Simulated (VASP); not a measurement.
Ca2Se:

```
Ca Se
1.0
     0.00000    4.18826    4.18826
     4.18826    0.00000    4.18826
     4.18826    4.18826    0.00000
Ca Se
4 2
Direct
  0.12500 0.12500 0.12500
  0.62500 0.12500 0.12500
  0.12500 0.12500 0.62500
  0.12500 0.62500 0.12500
  0.50000 0.50000 0.50000
  0.75000 0.75000 0.75000
```

| Item | Value |
| --- | --- |
| Program | VASP 6.6.1 |
| Task | relaxation of cell and atoms |
| Functional | PBE |
| Potentials or basis | VASP PAW PBE potentials, release 64 (Ca_sv, Se) |
| Cutoff | 600 eV |
| k mesh | 4 × 4 × 4 |
| Occupations | gaussian, width 0.1 eV |
| Spin | no spin polarisation |

At the start: pressure 7.0 GPa; volume 24.49 Å³/atom.

Q: How do energy, volume and symmetry change on relaxing?

A: Over 3 steps the energy falls by 143.1 meV/atom and the volume is 32.09 Å³/atom (+31.1 %); space group Fd-3m (No. 227, to 0.05 Å).

The path:
| step | energy change (eV) | largest force (eV/Å) | pressure (GPa) | volume (Å³) |
| --- | --- | --- | --- | --- |
| 1 | 0.0000 | 0.0000 | 7.01 | 146.94 |
| 2 | -0.6854 | 0.0000 | 2.72 | 170.90 |
| 3 | -0.8584 | 0.0000 | 0.10 | 192.57 |

Final structure:
```
Ca Se
1.0
     0.00000    4.58335    4.58335
     4.58335    0.00000    4.58335
     4.58335    4.58335    0.00000
Ca Se
4 2
Direct
  0.12500 0.12500 0.12500
  0.62500 0.12500 0.12500
  0.12500 0.12500 0.62500
  0.12500 0.62500 0.12500
  0.50000 0.50000 0.50000
  0.75000 0.75000 0.75000
```

Caveat: the volume moved by over 15 % at a fixed basis, so the end points are rough.
